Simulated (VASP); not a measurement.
Cd3Si:

```xyz
4
Lattice="4.9891 0.0000 0.0000 -2.4945 4.3207 0.0000 0.0000 0.0000 5.2656" Properties=species:S:1:pos:R:3 pbc="T T T"
Cd    0.0000    0.0000    2.6328
Cd    0.0000    2.8804    0.0000
Cd    2.4945    1.4402    0.0000
Si    0.0000    0.0000    0.0000
```

| Quantity | Value |
| --- | --- |
| Program | VASP 6.6.1 |
| Task | relaxation of cell and atoms |
| Functional | PBE |
| Potentials or basis | VASP PAW PBE potentials, release 64 (Cd, Si) |
| Cutoff | 500 eV |
| k mesh | 12 × 12 × 10 |
| Occupations | gaussian, width 0.1 eV |
| Spin | no spin polarisation |

At the start: pressure 1.0 GPa; volume 28.38 Å³/atom.

**Question.** How do energy, volume and symmetry change on relaxing?

**Answer.** Over 5 steps the energy falls by 6.0 meV/atom and the volume is 28.99 Å³/atom (+2.2 %); space group P6/mmm (No. 191, to 0.05 Å).

Step by step:
```tsv
step	energy change (eV)	largest force (eV/Å)	pressure (GPa)	volume (Å³)
1	0.0000	0.0000	1.02	113.51
2	-0.0214	0.0000	0.00	116.49
3	-0.0221	0.0000	-0.21	117.19
4	-0.0235	0.0000	-0.13	116.67
5	-0.0241	0.0000	-0.01	115.96
```

Final structure:
```
Cd Si
1.0
     5.08203    0.00000    0.00000
    -2.54102    4.40117    0.00000
     0.00000    0.00000    5.18430
Cd Si
3 1
Direct
  0.00000 0.00000 0.50000
  0.33333 0.66667 0.00000
  0.66667 0.33333 0.00000
  0.00000 0.00000 0.00000
```
